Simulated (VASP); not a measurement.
Wanted: the native input for a VASP 6.6.1 run.

- Task: single point
- Functional: PBE
- Potentials or basis: VASP PAW PBE potentials, release 64 (Nb_sv, Mo_sv, S)
- Cutoff: 520 eV
- k mesh: 12 × 12 × 2
- Occupations: fermi-dirac, width 0.15 eV
- Spin: no spin polarisation
- Dipole correction: no
- Further INCAR settings: ALGO = Normal; EDIFF = 1e-06; NBANDS = 48

The structure of NbMo2S6 lies in POSCAR:

```
NbMo2S6
1.0
    3.2406521919      0.0000000000      0.0000000000
   -1.6203260960      2.8064871230      0.0000000000
    0.0000000000      0.0000000000     27.9451436726
Nb Mo S
1 2 6
Direct
    0.6666666667      0.3333333333      0.0000000000
    0.3333333333      0.6666666667      0.7528711994
    0.3333333333      0.6666666667      0.2471288006
    0.3333333333      0.6666666667      0.0572201643
    0.6666666667      0.3333333333      0.8081291923
    0.6666666667      0.3333333333      0.3023869562
    0.3333333333      0.6666666667      0.9427798357
    0.6666666667      0.3333333333      0.6976130438
    0.6666666667      0.3333333333      0.1918708077
```

These files were run (other wordings do the same):

INCAR

```
SYSTEM = NbMo2S6
PREC = Accurate
ENCUT = 520
EDIFF = 1E-6
ISMEAR = -1
SIGMA = 0.15
LREAL = .False.
LASPH = .True.
NELM = 100
ALGO = Normal
ISIF = 2
LWAVE = .False.
LCHARG = .True.
GGA = PE
LELF = .True.
LVHAR = .True.
NBANDS = 48
```

KPOINTS

```
regular mesh
0
Gamma
  12 12 2
  0 0 0
```

Potentials or basis: VASP PAW PBE potentials, release 64 (Nb_sv, Mo_sv, S).

Run with:

```sh
$ cat potpaw_PBE.64/Nb_sv/POTCAR potpaw_PBE.64/Mo_sv/POTCAR potpaw_PBE.64/S/POTCAR > POTCAR
$ mpirun -np 1 vasp_std > vasp.out
```

Results of the run:

| Item | Value |
| --- | --- |
| Largest force | 0.036 eV/Å |
| Band gap on the k mesh | zero (an odd number of electrons rules out a gap without spin polarisation) |

Run time: 12 min on 1 thread of Intel(R) Xeon(R) Platinum 8375C CPU @ 2.90GHz (Ice Lake), with other jobs on the host, peak memory 0.59 GiB.
